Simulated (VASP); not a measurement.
Set up this calculation in VASP 6.6.1, as the native input.

- Task: single point
- Functional: PBEsol
- Potentials or basis: VASP PAW PBE potentials, release 64 (Li_sv)
- Cutoff: 520 eV
- k mesh: 18 × 18 × 10
- Occupations: fermi-dirac, width 0.1 eV
- Spin: no spin polarisation
- Dipole correction: no
- Further INCAR settings: ALGO = Normal; EDIFF = 1e-07; NBANDS = 10

The structure of Li lies in POSCAR:

```
Li
1.0
    2.9858086742      0.0000000000      0.0000000000
   -1.4929043371      2.5857861627      0.0000000000
    0.0000000000      0.0000000000      4.8959058128
Li
2
Direct
    0.3333333333      0.6666666667      0.2500000000
    0.6666666667      0.3333333333      0.7500000000
```

This isn't the form of Li at room conditions, which is bcc.

The input as run:

INCAR

```
SYSTEM = Li
PREC     = Accurate       ! precision mode
ENCUT    = 520            ! plane-wave cutoff, eV
EDIFF    = 1E-7           ! SCF threshold, eV
ISMEAR   = -1             ! smearing method
SIGMA    = 0.1            ! smearing width, eV
LREAL    = .False.        ! projectors in reciprocal space
LASPH    = .True.         ! aspherical terms in the spheres
NELM     = 100            ! most SCF steps
ALGO     = Normal         ! electronic algorithm
ISIF     = 2              ! what is computed and relaxed
LWAVE    = .False.        ! write WAVECAR
LCHARG   = .True.         ! write CHGCAR
GGA      = PS             ! functional
LELF     = .True.         ! ELF
LVHAR    = .True.       
NBANDS   = 10             ! bands
```

KPOINTS

```
regular mesh
0
Gamma
  18 18 10
  0 0 0
```

Potentials or basis: VASP PAW PBE potentials, release 64 (Li_sv).

Launch:

```console
$ cat potpaw_PBE.64/Li_sv/POTCAR > POTCAR
$ mpirun -np 1 vasp_std > vasp.out
```

Results of the run:

* Band gap on the k mesh: zero (bands 3 and 4 overlap by 4.77 eV)

It took 68 s on 1 thread of Intel Xeon 8259CL, with other jobs on the host, peak memory 0.19 GiB.
